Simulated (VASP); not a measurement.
A run of VASP 6.6.1:

The input INCAR:

```
ALGO = Normal
EDIFF = 1E-7
EDIFFG = -0.01
ENCUT = 520
IBRION = 2
ISIF = 2
ISMEAR = -1
LASPH = T
LCHARG = F
LREAL = F
LWAVE = F
NELM = 80
NSW = 50
PREC = Accurate
SIGMA = 0.05
```

KPOINTS

```
k-points
0
Gamma
  11 11 11
```

File POSCAR:

```
AlAu
1.0
    3.2239420000      0.0000000000      0.0000000000
    0.0000000000      3.2239420000      0.0000000000
    0.0000000000      0.0000000000      3.2239420000
Al Au
1 1
Direct
    0.0000000000      0.0000000000      0.0000000000
    0.5000000000      0.5000000000      0.5000000000
```

Potentials or basis: VASP PAW LDA potentials, release 64 (Al, Au).

Command:

```console
$ cat potpaw_LDA.64/Al/POTCAR potpaw_LDA.64/Au/POTCAR > POTCAR
$ mpirun -np 1 vasp_std > vasp.out
```

Hardware: 1 thread of Intel(R) Xeon(R) Platinum 8559C (Emerald Rapids), with other jobs on the host.

Estimate the wall time of this run.

Wall time 4.9 s on 1 thread of Intel(R) Xeon(R) Platinum 8559C (Emerald Rapids) (shared host), peak memory 0.14 GiB. Counts: scf iterations 12, k points 56, ion steps 1.
